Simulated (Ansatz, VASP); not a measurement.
## Two plane-wave programs on TaN

```
Ta N
1.0
     2.93627    0.00000    0.00000
    -1.46814    2.54289    0.00000
     0.00000    0.00000    2.88490
Ta N
1 1
Direct
  0.33333 0.66667 0.50000
  0.00000 0.00000 0.00000
```

Alike in both runs: task single point; functional r2SCAN; k mesh 13 × 13 × 12; occupations fermi-dirac, width 0.1 eV; no spin polarisation.

|  | VASP | Ansatz |
| --- | --- | --- |
| version | VASP 6.6.1 | Ansatz 0.2.0 |
| potentials or method | VASP PAW PBE potentials, release 64 (Ta_pv, N), cutoff 520 eV | PAW plane waves |
| valence electrons in the cell | 16 | 18 |

Ansatz gave:

| Property | Result |
| --- | --- |
| pressure (GPa) | 0.0 |
| traceless stress, the component that is largest in VASP (GPa) | -0.03 |

Task: Which values does VASP return?

Result: Pressure (GPa): 1.5; traceless stress, the component that is largest in VASP (GPa): 0.13.

VASP's potentials were made for PBE, not for r2SCAN. VASP's potentials hold 16 valence electrons a cell and Ansatz's 18, so a difference there can come from the potentials and not from the codes.

Spin-orbit coupling is off throughout.
